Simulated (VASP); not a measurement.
Input of a VASP 6.6.1 run:

INCAR

```
SYSTEM = Pd
PREC     = Accurate       ! precision mode
ENCUT    = 500            ! plane-wave cutoff, eV
EDIFF    = 1E-6           ! SCF threshold, eV
ISMEAR   = -1             ! smearing method
SIGMA    = 0.05           ! smearing width, eV
LREAL    = .False.        ! projectors in reciprocal space
LASPH    = .True.         ! aspherical terms in the spheres
NELM     = 120            ! most SCF steps
ALGO     = Normal         ! electronic algorithm
ISIF     = 2              ! what is computed and relaxed
LWAVE    = .False.        ! write WAVECAR
LCHARG   = .False.        ! write CHGCAR
GGA      = LIBXC          ! functional
LIBXC1   = GGA_X_B88    
LIBXC2   = GGA_C_PBE    
NBANDS   = 11             ! bands
GGA_COMPAT= .False.
```

The input KPOINTS:

```
Automatic mesh
0
Gamma
  12 12 12
  0 0 0
```

The input POSCAR:

```
Pd
1.0
    0.0000000000      1.9465000000      1.9465000000
    1.9465000000      0.0000000000      1.9465000000
    1.9465000000      1.9465000000      0.0000000000
Pd
1
Direct
    0.0000000000      0.0000000000      0.0000000000
```

Potentials or basis: VASP PAW PBE potentials, release 64 (Pd).

Command:

```console
$ cat potpaw_PBE.64/Pd/POTCAR > POTCAR
$ mpirun -np 1 vasp_std > vasp.out
```

Q: Predict the band gap on the k mesh.

A: Zero (bands 5 and 6 overlap by 1.58 eV).

Q: Predict the pressure.

A: 6.3 GPa.

Caveat: the cell stands under pressure; the PAW data sets were made with another functional, which shifts forces and pressure a little.
